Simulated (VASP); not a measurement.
# TiN (TiN (100), 3 layers) in VASP: further runs

Runs on TiN (TiN (100), 3 layers). Level: PBE. Tasks: single point.

Program: VASP 6.6.1. These are calculated values, not measurements. Logs are shortened: lines on timing, memory, paths and dates and some standing lists are left out, and cuts for length are marked.

### Step 1. The cell of the first run

The cell holds a slab with vacuum, 6 atoms: a = 3.003 Å, b = 3.003 Å, c = 20.247 Å, α = 90.00°, β = 90.00°, γ = 90.00°.

### Step 2. Single point, PBE

The input, INCAR:

```
ALGO = Normal
DIPOL = 0.5 0.5 0.500
EDIFF = 1E-6
ENCUT = 520
GGA = PE
IDIPOL = 3
ISIF = 2
ISMEAR = -1
LASPH = True
LCHARG = False
LDIPOL = True
LREAL = False
LWAVE = False
NBANDS = 34
NELM = 100
PREC = Accurate
SIGMA = 0.08
```

The input, KPOINTS:

```
k-points
0
Gamma
  12 12 1
```

The input, POSCAR:

```
TiN
1.0
    3.0032769428      0.0000000000      0.0000000000
    0.0000000000      3.0032769428      0.0000000000
    0.0000000000      0.0000000000     20.2473000000
Ti N
3 3
Direct
    0.2500000000      0.2500000000      0.3951150281
    0.7500000000      0.7500000000      0.5000000000
    0.2500000000      0.2500000000      0.6048849719
    0.7500000000      0.7500000000      0.3951150281
    0.2500000000      0.2500000000      0.5000000000
    0.7500000000      0.7500000000      0.6048849719
```

Potentials or basis: VASP PAW PBE potentials, release 64 (Ti_sv, N).

Launch:

```
cat potpaw_PBE.64/Ti_sv/POTCAR potpaw_PBE.64/N/POTCAR > POTCAR
mpirun -np 1 vasp_std > vasp.out
```

OUTCAR:

```text
EDIFF = 1E-6
   ENCUT = 520
   GGA = PE
   ISIF = 2
   ISMEAR = -1
   LASPH = True
   LREAL = False
   NELM = 100
   PREC = Accurate

 ion  position               nearest neighbor table
   1  0.250  0.250  0.395-   5 2.12   4 2.12   4 2.12   4 2.12   4 2.12
   2  0.750  0.750  0.500-   4 2.12   6 2.12   5 2.12   5 2.12   5 2.12   5 2.12
   3  0.250  0.250  0.605-   5 2.12   6 2.12   6 2.12   6 2.12   6 2.12
   4  0.750  0.750  0.395-   2 2.12   1 2.12   1 2.12   1 2.12   1 2.12
   5  0.250  0.250  0.500-   1 2.12   3 2.12   2 2.12   2 2.12   2 2.12   2 2.12
   6  0.750  0.750  0.605-   2 2.12   3 2.12   3 2.12   3 2.12   3 2.12

  LATTYP: Found a simple tetragonal cell.
 ALAT       =     3.0032769428
 C/A-ratio  =     6.7417359057

  Lattice vectors:

 A1 = (   3.0032769428,   0.0000000000,   0.0000000000)
 A2 = (   0.0000000000,   3.0032769428,   0.0000000000)
 A3 = (   0.0000000000,   0.0000000000,  20.2473000000)

Analysis of symmetry for initial positions (statically):
=====================================================================
 Subroutine PRICEL returns:
 Original cell was already a primitive cell.

 Routine SETGRP: Setting up the symmetry group for a
 simple tetragonal supercell.

 Subroutine GETGRP returns: Found 16 space group operations
 (whereof  4 operations were pure point group operations)
 out of a pool of 16 trial point group operations.

The static configuration has the point symmetry C_2v.
 The point group associated with its full space group is D_4h.

Analysis of symmetry for dynamics (positions and initial velocities):
=====================================================================
 Subroutine PRICEL returns:
 Original cell was already a primitive cell.

 Routine SETGRP: Setting up the symmetry group for a
 simple tetragonal supercell.

 Subroutine GETGRP returns: Found 16 space group operations
 (whereof  4 operations were pure point group operations)
 out of a pool of 16 trial point group operations.

The dynamic configuration has the point symmetry C_2v.
 The point group associated with its full space group is D_4h.

 Subroutine INISYM returns: Found 16 space group operations
 (whereof  4 operations are pure point group operations),
 and found     1 'primitive' translations

----------------------------------------------------------------------------------------

                                     Primitive cell

  volume of cell :     182.6240

  direct lattice vectors                    reciprocal lattice vectors
     3.003276943  0.000000000  0.000000000     0.332969626  0.000000000  0.000000000
     0.000000000  3.003276943  0.000000000     0.000000000  0.332969626  0.000000000
     0.000000000  0.000000000 20.247300000     0.000000000  0.000000000  0.049389301

  length of vectors
     3.003276943  3.003276943 20.247300000     0.332969626  0.332969626  0.049389301

  position of ions in fractional coordinates (direct lattice)
     0.250000000  0.250000000  0.395115028
     0.750000000  0.750000000  0.500000000
     0.250000000  0.250000000  0.604884972
     0.750000000  0.750000000  0.395115028
     0.250000000  0.250000000  0.500000000
     0.750000000  0.750000000  0.604884972

  ion indices of the primitive-cell ions
   primitive index   ion index
                 1           1
                 2           2
                 3           3
                 4           4
                 5           5
                 6           6

----------------------------------------------------------------------------------------

 KPOINTS: k-points

Automatic generation of k-mesh.
 Grid dimensions read from file:
 generate k-points for:   12   12    1

 Generating k-lattice:

  Cartesian coordinates                     Fractional coordinates (reciprocal lattice)
     0.027747469  0.000000000  0.000000000     0.083333333  0.000000000  0.000000000
     0.000000000  0.027747469  0.000000000     0.000000000  0.083333333  0.000000000
     0.000000000  0.000000000  0.049389301     0.000000000  0.000000000  1.000000000

  Length of vectors
     0.027747469  0.027747469  0.049389301

  Shift w.r.t. Gamma in fractional coordinates (k-lattice)
     0.000000000  0.000000000  0.000000000

 Subroutine IBZKPT returns following result:
 ===========================================

 Found     28 irreducible k-points:

 Following reciprocal coordinates:
            Coordinates               Weight
  0.000000  0.000000  0.000000      1.000000
  0.083333  0.000000  0.000000      4.000000
  0.166667  0.000000  0.000000      4.000000
  0.250000  0.000000  0.000000      4.000000
  0.333333  0.000000  0.000000      4.000000
  0.416667  0.000000  0.000000      4.000000
[... 16 lines left out ...]
  0.333333  0.333333  0.000000      4.000000
  0.416667  0.333333  0.000000      8.000000
 [... further k-points ...]
   k-points           NKPTS =     28   k-points in BZ     NKDIM =     28   number of bands    NBANDS=     34
   number of dos      NEDOS =    301   number of ions     NIONS =      6
   total plane-waves  NPLWV =  92160
   dimension x,y,z NGX =    24 NGY =   24 NGZ =  160
   dimension x,y,z NGXF=    48 NGYF=   48 NGZF=  320
   ions per type =               3   3
   NGX,Y,Z   is equivalent  to a cutoff of  13.29, 13.29, 13.14 a.u.
   NGXF,Y,Z  is equivalent  to a cutoff of  26.57, 26.57, 26.27 a.u.
 SYSTEM =  unknown system
   PREC   = accura    normal or accurate (medium, high low for compatibility)
   ISTART =      0    job   : 0-new  1-cont  2-samecut
   ICHARG =      2    charge: 1-file 2-atom 10-const
   ISPIN  =      1    spin polarized calculation?
   LNONCOLLINEAR =      F non collinear calculations
   LSORBIT =      F    spin-orbit coupling
   LASPH  =      T    aspherical Exc in radial PAW
   ENCUT  =  520.0 eV  38.22 Ry    6.18 a.u.   5.58  5.58 37.65*2*pi/ulx,y,z
   NELM   =    100;   NELMIN=  2; NELMDL= -5     # of ELM steps
   EDIFF  = 0.1E-05   stopping-criterion for ELM
   LREAL  =      F    real-space projection
   EDIFFG = 0.1E-04   stopping-criterion for IOM
   NSW    =      0    number of steps for IOM
   IBRION =     -1    ionic relax: 0-MD 1-quasi-New 2-CG
   NFREE  =      0    steps in history (QN), initial steepest desc. (CG)
   ISIF   =      2    stress and relaxation
   ISYM   =      2    0-nonsym 1-usesym 2-fastsym
   POTIM  = 0.5000    time-step for ionic-motion
   TEBEG  =    0.0;   TEEND  =   0.0 temperature during run
   PSTRESS=    0.0 pullay stress
   NELECT =      51.0000    total number of electrons
   NUPDOWN=      -1.0000    fix difference up-down
   EMIN   =  10.00;   EMAX   =-10.00  energy-range for DOS
   EFERMI =   0.00;   METHOD = LEGACY
   ISMEAR =    -1;   SIGMA  =   0.08  broadening in eV -4-tet -1-fermi 0-gaus
   EFERMI_NEDOS =   21; number of points for ismear=-14 and -15
   IALGO  =     38    algorithm
   IMIX   =      4    mixing-type and parameters
     AMIX     =   0.40;   BMIX     =  1.00
     AMIX_MAG =   1.60;   BMIX_MAG =  1.00
  volume/ion in A,a.u.               =      30.44       205.40
  Fermi-wavevector in a.u.,A,eV,Ry     =   1.070070  2.022139 15.579354  1.145050
  Thomas-Fermi vector in A             =   2.205769
   LORBIT       =      0    0 simple, 1 ext, 2 COOP (PROOUT), +10 PAW based schemes
   GGA     = PE    functional components
   LHFCALC =     F    Hartree Fock is set to
   AEXX    =    0.0000 exact exchange contribution
   IVDW    =     0    specifies the selected vdW correction
   LEPSILON=     F    determine dielectric tensor
   LRPA    =     F    only Hartree local field effects (RPA)
 non-spin polarized calculation
  energy-cutoff  :      520.00
  volume of cell :      182.62
 maximum number of plane-waves:      4951
 NGX is ok and might be reduce to    24
   NGX = 11   NGY = 11   NGZ = 75

 number of electron      50.9999995 magnetization

 dipolmoment           0.000000      0.000000     -0.000000 electrons x Angstroem

 Free energy of the ion-electron system (eV)
  ---------------------------------------------------
  ext. energy  EPLUGINS =         0.00000000
  ---------------------------------------------------
  free energy    TOTEN  =       -57.17402365 eV

  energy without entropy =      -57.09713122  energy(sigma->0) =      -57.13557743

 E-fermi :   1.7374     XC(G=0):  -5.1279

 val. band max:        1.6857760847   @ k =   0.3333   0.0833   0.0000
 cond. band min:       1.7723200689   @ k =   0.1667   0.0833   0.0000
 fundamental gap:      0.0865439843
 Fermi energy:         1.7374493382

 k-point     1 :       0.0000    0.0000    0.0000
  band No.  band energies     occupation
      1     -56.2687      2.00000
      2     -56.2621      2.00000
      3     -55.9674      2.00000
      4     -32.7327      2.00000
      5     -32.6735      2.00000
      6     -32.3484      2.00000
[... 26 lines left out ...]
     33       2.9269      0.00000
     34       3.0389      0.00000

 k-point     2 :       0.0833    0.0000    0.0000
  band No.  band energies     occupation
      1     -56.2663      2.00000
      2     -56.2601      2.00000
      3     -55.9657      2.00000
      4     -32.7274      2.00000
      5     -32.6766      2.00000
      6     -32.3688      2.00000
[... 26 lines left out ...]
     33       3.0505      0.00000
     34       3.2094      0.00000

 k-point     3 :       0.1667    0.0000    0.0000
  band No.  band energies     occupation
      1     -56.2595      2.00000
      2     -56.2544      2.00000
      3     -55.9609      2.00000
      4     -32.7131      2.00000
      5     -32.6870      2.00000
      6     -32.4361      2.00000
[... 26 lines left out ...]
     33       3.2921      0.00000
     34       3.6459      0.00000
[... 704 lines left out ...]
 k-point    23 :       0.3333    0.3333    0.0000
  band No.  band energies     occupation
      1     -56.2171      2.00000
      2     -56.2165      2.00000
      3     -55.9256      2.00000
      4     -32.6789      2.00000
      5     -32.6270      2.00000
      6     -32.5631      2.00000
[... 26 lines left out ...]
     33       3.9631      0.00000
     34       4.0304      0.00000

 k-point    24 :       0.4167    0.3333    0.0000
  band No.  band energies     occupation
      1     -56.2113      2.00000
      2     -56.2110      2.00000
      3     -55.9202      2.00000
      4     -32.6738      2.00000
      5     -32.6172      2.00000
      6     -32.6091      2.00000
[... 26 lines left out ...]
     33       3.9886      0.00000
     34       4.0788      0.00000

 [... further k-points ...]

------------------------ aborting loop because EDIFF is reached ----------------------------------------

 vacuum level on the upper side and lower side of the slab       (xc-potential included)        -0.272        -0.272

  FORCE on cell =-STRESS in cart. coord.  units (eV):
  Direction    XX          YY          ZZ          XY          YZ          ZX
  --------------------------------------------------------------------------------------
  -------------------------------------------------------------------------------------
  Total       -4.9986439     -4.9986439     -3.0757758     -0.0000000      0.0000000      0.0000000
  in kB      -43.8535649    -43.8535649    -26.9840649     -0.0000000      0.0000000      0.0000000
  external PRESSURE =     -38.2303982 kB  Pullay stress =       0.0000000 kB

 VOLUME and BASIS-vectors are now :
 -----------------------------------------------------------------------------
  energy-cutoff  :      520.00
  volume of cell :      182.62
      direct lattice vectors                 reciprocal lattice vectors
     3.003276943  0.000000000  0.000000000     0.332969626  0.000000000  0.000000000
     0.000000000  3.003276943  0.000000000     0.000000000  0.332969626  0.000000000
     0.000000000  0.000000000 20.247300000     0.000000000  0.000000000  0.049389301

 POSITION                                       TOTAL-FORCE (eV/Angst)
 -----------------------------------------------------------------------------------
      0.75082      0.75082      8.00001         0.000000     -0.000000      1.824505
      2.25246      2.25246     10.12365        -0.000000     -0.000000     -0.000000
      0.75082      0.75082     12.24729         0.000000      0.000000     -1.824505
      2.25246      2.25246      8.00001         0.000000     -0.000000     -1.112818
      0.75082      0.75082     10.12365         0.000000      0.000000     -0.000000
      2.25246      2.25246     12.24729         0.000000     -0.000000      1.112818
 -----------------------------------------------------------------------------------
    total drift:                                0.000000     -0.000000     -0.000000

  FREE ENERGIE OF THE ION-ELECTRON SYSTEM (eV)
  ---------------------------------------------------
  free  energy   TOTEN  =       -57.1740236453 eV

  energy  without entropy=      -57.0971312225  energy(sigma->0) =      -57.13557743

 vacuum level on the upper side and lower side of the slab         4.290         4.290
```

Wall time 2.9 min (1 thread of Intel Xeon 6975P-C (Granite Rapids), shared host); peak memory 0.35 GiB.

Results:

| Item | Value |
| --- | --- |
| Free energy | -57.1740 eV |
| Largest force | 1.825 eV/Å |

Forces in eV/Å, atoms in the order of the input:
```
Ti   0.000  0.000  1.825
Ti   0.000  0.000  0.000
Ti   0.000  0.000 -1.825
N    0.000  0.000 -1.113
N    0.000  0.000  0.000
N    0.000  0.000  1.113
```

### Step 3. Single point, PBE

The input, INCAR:

```
SYSTEM = TiN
  PREC = Accurate
  ENCUT = 520
  EDIFF = 1E-7
  ISMEAR = -1
  SIGMA = 0.08
  LREAL = .False.
  LASPH = .True.
  NELM = 60
  ALGO = Normal
  ISIF = 2
  LWAVE = .False.
  LCHARG = .True.
  LDIPOL = .True.
  IDIPOL = 3
  DIPOL = 0.5 0.5 0.500
  GGA = PE
  LELF = .True.
  LVHAR = .True.
  LVACPOTAV = .True.
  NBANDS = 34
```

The input, KPOINTS:

```
Automatic mesh
0
Gamma
  12 12 1
  0 0 0
```

The input, POSCAR:

```
TiN
1.0
    3.0032769428      0.0000000000      0.0000000000
    0.0000000000      3.0032769428      0.0000000000
    0.0000000000      0.0000000000     20.2473000000
Ti N
3 3
Direct
    0.2500000000      0.2500000000      0.4017104715
    0.7500000000      0.7500000000      0.5000000149
    0.2500000000      0.2500000000      0.5982895181
    0.7500000000      0.7500000000      0.3918382137
    0.2500000000      0.2500000000      0.4999999981
    0.7500000000      0.7500000000      0.6081617838
```

Potentials or basis: VASP PAW PBE potentials, release 64 (Ti_sv, N).

Launch:

```
cat potpaw_PBE.64/Ti_sv/POTCAR potpaw_PBE.64/N/POTCAR > POTCAR
mpirun -np 1 vasp_std > vasp.out
```

It took 2.7 min on 1 thread of Intel Xeon 6975P-C (Granite Rapids), shared host; peak memory 0.35 GiB.

Results (log left out):

* Free energy: -57.5599 eV
* Largest force: 0.027 eV/Å

Forces on the atoms (eV/Å):
```
Ti   0.000  0.000 -0.027
Ti   0.000  0.000  0.000
Ti   0.000  0.000  0.027
N    0.000  0.000 -0.015
N    0.000  0.000  0.000
N    0.000  0.000  0.015
```

Levels at points of the mesh, in eV from the Fermi level:
| k point | band 21 | band 22 | band 23 | band 24 | band 25 | band 26 | band 27 | band 28 | band 29 | band 30 |
| --- | --- | --- | --- | --- | --- | --- | --- | --- | --- | --- |
| (0.00, 0.00, 0.00) | -2.81 | -2.20 | -2.20 | -1.91 | -1.91 | -1.65 | -0.62 | -0.11 | -0.11 | 0.32 |
| (0.50, 0.00, 0.00) | -4.64 | -4.48 | -4.39 | -4.20 | 0.86 | 1.05 | 1.32 | 1.54 | 1.64 | 1.79 |
| (0.50, 0.50, 0.00) | -3.84 | -3.84 | -3.36 | -2.29 | -2.23 | -2.23 | 0.91 | 0.91 | 1.38 | 2.51 |

### Step 4. Single point, PBE

The input, INCAR:

```
  PREC = Accurate
  ENCUT = 520
  EDIFF = 1E-6
  ISMEAR = -1
  SIGMA = 0.08
  LREAL = F
  LASPH = T
  NELM = 100
  ALGO = Normal
  ISIF = 2
  LWAVE = F
  LCHARG = F
  LDIPOL = T
  IDIPOL = 3
  DIPOL = 0.5 0.5 0.500
  GGA = PE
  NBANDS = 34
```

The input, KPOINTS:

```
Automatic mesh
0
Gamma
  12 12 1
```

POSCAR is that of step 3.

Launch:

```
cat potpaw_PBE.64/Ti_sv/POTCAR potpaw_PBE.64/N/POTCAR > POTCAR
mpirun -np 1 vasp_std > vasp.out
```

Wall time 2.6 min (1 thread of Intel Xeon 6975P-C (Granite Rapids), shared host); peak memory 0.35 GiB.

Results (log left out):

- Free energy: -57.5599 eV
- Largest force: 0.027 eV/Å

Forces on the atoms (eV/Å):
```
Ti   0.000  0.000 -0.027
Ti   0.000  0.000  0.000
Ti   0.000  0.000  0.027
N    0.000  0.000 -0.015
N    0.000  0.000  0.000
N    0.000  0.000  0.015
```

Levels at points of the mesh, in eV from the Fermi level:
```csv
k point,band 23,band 24,band 25,band 26,band 27,band 28
"(0.00, 0.00, 0.00)",-2.20,-1.91,-1.91,-1.65,-0.62,-0.11
"(0.50, 0.00, 0.00)",-4.39,-4.20,0.86,1.05,1.32,1.54
"(0.50, 0.50, 0.00)",-3.36,-2.29,-2.23,-2.23,0.91,0.91
```

### Step 5. Single point, PBE

The input, INCAR:

```
  PREC = Accurate
  ENCUT = 520
  EDIFF = 1E-6
  ISMEAR = -4
  SIGMA = 0.1
  LREAL = False
  LASPH = True
  NELM = 60
  ALGO = Normal
  ISIF = 2
  LWAVE = False
  LCHARG = True
  LDIPOL = True
  IDIPOL = 3
  DIPOL = 0.5 0.5 0.500
  GGA = PE
  LELF = True
  LVHAR = True
  LVACPOTAV = True
  NBANDS = 34
```

The input, KPOINTS:

```
regular mesh
0
Gamma
  12 12 1
```

The input, POSCAR:

```
TiN
1.0
    3.0032769428      0.0000000000      0.0000000000
    0.0000000000      3.0032769428      0.0000000000
    0.0000000000      0.0000000000     20.2473000000
Ti N
3 3
Direct
    0.2500000000      0.2500000000      0.3951150281
    0.7500000000      0.7500000000      0.5000000000
    0.2500000000      0.2500000000      0.6048849719
    0.7500000000      0.7500000000      0.3951150281
    0.2500000000      0.2500000000      0.5000000000
    0.7500000000      0.7500000000      0.6048849719
```

Launch:

```
cat potpaw_PBE.64/Ti_sv/POTCAR potpaw_PBE.64/N/POTCAR > POTCAR
mpirun -np 1 vasp_std > vasp.out
```

It took 2.5 min on 1 thread of Intel Xeon 6975P-C (Granite Rapids), shared host; peak memory 0.36 GiB.

The run converged. Its results:

* Free energy: -57.0771 eV
* Largest force: 1.769 eV/Å

Forces in eV/Å, atoms in the order of the input:
```
Ti   0.000  0.000  1.769
Ti   0.000  0.000  0.000
Ti   0.000  0.000 -1.769
N    0.000  0.000 -1.055
N    0.000  0.000  0.000
N    0.000  0.000  1.055
```

Levels at points of the mesh, in eV from the Fermi level:
| k point | band 23 | band 24 | band 25 | band 26 | band 27 | band 28 |
| --- | --- | --- | --- | --- | --- | --- |
| (0.00, 0.00, 0.00) | -2.62 | -2.02 | -2.02 | -1.85 | -0.99 | -0.40 |
| (0.50, 0.00, 0.00) | -4.82 | -4.55 | 0.85 | 0.85 | 0.88 | 1.26 |
| (0.50, 0.50, 0.00) | -3.66 | -2.55 | -1.82 | -1.82 | 0.09 | 0.09 |
